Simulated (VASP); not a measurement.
# BAs (F-43m) in VASP: a series of runs, part 2 of 2

VASP 6.6.1. Earlier steps stand in the parts before.

### Step 3. Single point, PBE

This run uses another cell than the first one, of 13.22 Å³/atom, 1.032 times its volume.

INCAR

```
ALGO = Normal
EDIFF = 1E-6
ENCUT = 520
GGA = PE
ISIF = 2
ISMEAR = 0
LASPH = T
LCHARG = F
LREAL = F
LWAVE = F
NBANDS = 11
NELM = 100
PREC = Accurate
SIGMA = 0.01
```

KPOINTS

```
k-points
0
Gamma
  7 7 7
```

POSCAR

```
BAs
1.0
    0.0000000000      2.3643720878      2.3643720878
    2.3643720878      0.0000000000      2.3643720878
    2.3643720878      2.3643720878      0.0000000000
B As
1 1
Direct
    0.0000000000      0.0000000000      0.0000000000
    0.2500000000      0.2500000000      0.2500000000
```

Potentials or basis: VASP PAW PBE potentials, release 64 (B, As).

Run with:

```bash
> cat potpaw_PBE.64/B/POTCAR potpaw_PBE.64/As/POTCAR > POTCAR
> mpirun -np 1 vasp_std > vasp.out
```

Wall time 5.6 s (1 thread of AMD EPYC 7R13 (Zen 3), shared host); peak memory 0.12 GiB.

Results (log left out):

| Quantity | Value |
| --- | --- |
| Free energy | -11.3704 eV |
| Pressure | 8.2 GPa |
| Band gap on the k mesh | 1.16 eV, indirect (least direct gap 3.31 eV) |

Levels at points of the mesh, in eV from the valence-band top:
```tsv
k point	band 1	band 2	band 3	band 4	band 5	band 6	band 7	band 8	band 9
(0.00, 0.00, 0.00)	-15.68	0.00	0.00	0.00	3.31	3.31	3.31	5.08	9.73
```

A k mesh can miss the band edges. PBE gaps usually lie below the measured ones, often by a third to a half.

### Step 4. Single point, PBE

This run uses another cell than the first one, of 14.04 Å³/atom, 1.096 times its volume.

INCAR

```
SYSTEM = BAs
  ALGO = Normal
  EDIFF = 1E-7
  ENCUT = 520
  GGA = PE
  ISIF = 2
  ISMEAR = 0
  LASPH = .True.
  LCHARG = .False.
  LREAL = .False.
  LWAVE = .False.
  NBANDS = 11
  NELM = 80
  PREC = Accurate
  SIGMA = 0.01
```

KPOINTS

```
k-points
0
Gamma
  7 7 7
  0 0 0
```

POSCAR

```
BAs
1.0
    0.0000000000      2.4121500529      2.4121500529
    2.4121500529      0.0000000000      2.4121500529
    2.4121500529      2.4121500529      0.0000000000
B As
1 1
Direct
    0.0000000000      0.0000000000      0.0000000000
    0.2500000000      0.2500000000      0.2500000000
```

Run with:

```bash
> cat potpaw_PBE.64/B/POTCAR potpaw_PBE.64/As/POTCAR > POTCAR
> mpirun -np 1 vasp_std > vasp.out
```

Run time: 6 s. Hardware: 1 thread of AMD EPYC 7R13 (Zen 3), shared host; peak memory 0.12 GiB.

It converged, with:

* Free energy: -11.4070 eV
* Pressure: -0.6 GPa
* Band gap on the k mesh: 1.23 eV, indirect (least direct gap 3.24 eV)

Levels at points of the mesh, in eV from the valence-band top:
```
           k point  band 1  band 2  band 3  band 4  band 5  band 6  band 7  band 8
(0.00, 0.00, 0.00)  -15.14    0.00    0.00    0.00    3.24    3.24    3.24    4.31
```

### Step 5. Single point, PBE

This run uses another cell than the first one, of 14.44 Å³/atom, 1.128 times its volume.

INCAR

```
SYSTEM = BAs
ALGO = Normal
EDIFF = 1E-6
ENCUT = 520
GGA = PE
ISIF = 2
ISMEAR = 0
LASPH = .True.
LCHARG = .False.
LREAL = .False.
LWAVE = .False.
NBANDS = 11
NELM = 60
PREC = Accurate
SIGMA = 0.01
```

KPOINTS is that of step 4.

POSCAR

```
BAs
1.0
    0.0000000000      2.4353452264      2.4353452264
    2.4353452264      0.0000000000      2.4353452264
    2.4353452264      2.4353452264      0.0000000000
B As
1 1
Direct
    0.0000000000      0.0000000000      0.0000000000
    0.2500000000      0.2500000000      0.2500000000
```

Potentials or basis: VASP PAW PBE potentials, release 64 (B, As).

Run with:

```bash
> cat potpaw_PBE.64/B/POTCAR potpaw_PBE.64/As/POTCAR > POTCAR
> mpirun -np 1 vasp_std > vasp.out
```

OUTCAR:

```text
SYSTEM = BAs
   EDIFF = 1E-6
   ENCUT = 520
   GGA = PE
   ISIF = 2
   ISMEAR = 0
   LASPH = .True.
   LREAL = .False.
   NELM = 60
   PREC = Accurate

 ion  position               nearest neighbor table
   1  0.000  0.000  0.000-   2 2.11   2 2.11   2 2.11   2 2.11
   2  0.250  0.250  0.250-   1 2.11   1 2.11   1 2.11   1 2.11

  LATTYP: Found a face centered cubic cell.
 ALAT       =     4.8706904528

  Lattice vectors:

 A1 = (   0.0000000000,   2.4353452264,   2.4353452264)
[... 459 lines left out ...]

------------------------ aborting loop because EDIFF is reached ----------------------------------------

  FORCE on cell =-STRESS in cart. coord.  units (eV):
  Direction    XX          YY          ZZ          XY          YZ          ZX
  --------------------------------------------------------------------------------------
  -------------------------------------------------------------------------------------
  Total       -0.7458681     -0.7458681     -0.7458681      0.0000000     -0.0000000     -0.0000000
  in kB      -41.3676686    -41.3676686    -41.3676686      0.0000000     -0.0000000     -0.0000000
  external PRESSURE =     -41.3676686 kB  Pullay stress =       0.0000000 kB

 VOLUME and BASIS-vectors are now :
 -----------------------------------------------------------------------------
  energy-cutoff  :      520.00
  volume of cell :       28.89
      direct lattice vectors                 reciprocal lattice vectors
     0.000000000  2.435345226  2.435345226    -0.205309701  0.205309701  0.205309701
     2.435345226  0.000000000  2.435345226     0.205309701 -0.205309701  0.205309701
     2.435345226  2.435345226  0.000000000     0.205309701  0.205309701 -0.205309701

 POSITION                                       TOTAL-FORCE (eV/Angst)
 -----------------------------------------------------------------------------------
      0.00000      0.00000      0.00000        -0.000000     -0.000000     -0.000000
      1.21767      1.21767      1.21767         0.000000      0.000000      0.000000
 -----------------------------------------------------------------------------------
    total drift:                               -0.000000     -0.000000     -0.000000

  FREE ENERGIE OF THE ION-ELECTRON SYSTEM (eV)
  ---------------------------------------------------
  free  energy   TOTEN  =       -11.3947522723 eV

  energy  without entropy=      -11.3947522723  energy(sigma->0) =      -11.39475227
```

OSZICAR:

```text
N       E                     dE             d eps       ncg     rms          rms(c)
DAV:   1     0.116639214823E+02    0.11664E+02   -0.36569E+03   440   0.626E+02
DAV:   2    -0.112485135781E+02   -0.22912E+02   -0.21600E+02   584   0.102E+02
DAV:   3    -0.119272788090E+02   -0.67877E+00   -0.67806E+00   575   0.168E+01
DAV:   4    -0.119288855976E+02   -0.16068E-02   -0.16067E-02   481   0.947E-01
DAV:   5    -0.119288883085E+02   -0.27108E-05   -0.27108E-05   538   0.411E-02    0.454E+00
DAV:   6    -0.114469326763E+02    0.48196E+00   -0.14194E+00   470   0.467E+00    0.221E+00
DAV:   7    -0.114002548389E+02    0.46678E-01   -0.15280E-01   503   0.194E+00    0.939E-01
DAV:   8    -0.113942789951E+02    0.59758E-02   -0.19037E-02   497   0.774E-01    0.926E-02
DAV:   9    -0.113945823438E+02   -0.30335E-03   -0.80731E-04   497   0.157E-01    0.530E-02
DAV:  10    -0.113947452203E+02   -0.16288E-03   -0.19885E-04   460   0.851E-02    0.116E-02
DAV:  11    -0.113947518918E+02   -0.66715E-05   -0.62292E-06   542   0.165E-02    0.933E-03
DAV:  12    -0.113947522723E+02   -0.38055E-06   -0.29284E-06   458   0.930E-03
   1 F= -.11394752E+02 E0= -.11394752E+02  d E =-.278634E-52
```

stdout:

```text
POSCAR found type information on POSCAR B As
 POSCAR found :  2 types and       2 ions
 scaLAPACK will be used
 LDA part: xc-table for (Slater+PW92), standard interpolation
 POSCAR, INCAR and KPOINTS ok, starting setup
 FFT: planning ... GRIDC
 FFT: planning ... GRID_SOFT
 FFT: planning ... GRID
 WAVECAR not read
 entering main loop
```

Wall time 5.6 s (1 thread of AMD EPYC 7R13 (Zen 3), shared host); peak memory 0.12 GiB.

Results:

| Item | Value |
| --- | --- |
| Free energy | -11.3948 eV |
| Pressure | -4.1 GPa |
| Band gap on the k mesh | 1.26 eV, indirect (least direct gap 3.20 eV) |

A k mesh can miss the band edges. Expect the measured gap to be larger: semilocal functionals such as PBE lack the derivative discontinuity.

### Step 6. The runs side by side

```tsv
cell	gap on the mesh (eV)	pressure (GPa)
a = 3.309 Å, angles 60.0°, 2 atoms	1.13	13.7
a = 3.344 Å, angles 60.0°, 2 atoms	1.16	8.2
a = 3.411 Å, angles 60.0°, 2 atoms	1.23	-0.6
a = 3.444 Å, angles 60.0°, 2 atoms	1.26	-4.1
```

Alike in all rows: task single point; level PBE; potentials or basis VASP PAW PBE potentials, release 64 (B, As); no spin polarisation; k mesh 7 × 7 × 7; cutoff (eV) 520; smearing gaussian 0.01 eV.

Total energies depend on the potentials used, so only differences within one code and one set of settings carry meaning.
